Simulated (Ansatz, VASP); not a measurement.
# Pb in VASP and in Ansatz

```
CELL_PARAMETERS angstrom
0.00000 2.49779 2.49779
2.49779 0.00000 2.49779
2.49779 2.49779 0.00000
ATOMIC_POSITIONS crystal
Pb 0.00000 0.00000 0.00000
```

Alike in both runs: task single point; functional r2SCAN; k mesh 14 × 14 × 14; occupations gaussian, width 0.1 eV; no spin polarisation.

|  | VASP | Ansatz |
| --- | --- | --- |
| version | VASP 6.6.1 | Ansatz 0.2.0 |
| potentials or method | VASP PAW PBE potentials, release 64 (Pb_d), cutoff 520 eV | scalar-relativistic, plane waves, PAW |
| valence electrons in the cell | 14 | 14 |

```tsv
	VASP	Ansatz	Ansatz less VASP
gap on the k mesh at the Fermi level (eV)	none	none	-
pressure (GPa)	0.0	0.0	+0.01
```

VASP's potentials were made for PBE, not for r2SCAN. A gap of «none» marks a metal or a gap that the smearing closes. The functional is the same, so the differences come from potentials, cutoffs and numerics.

Spin-orbit coupling is off throughout.
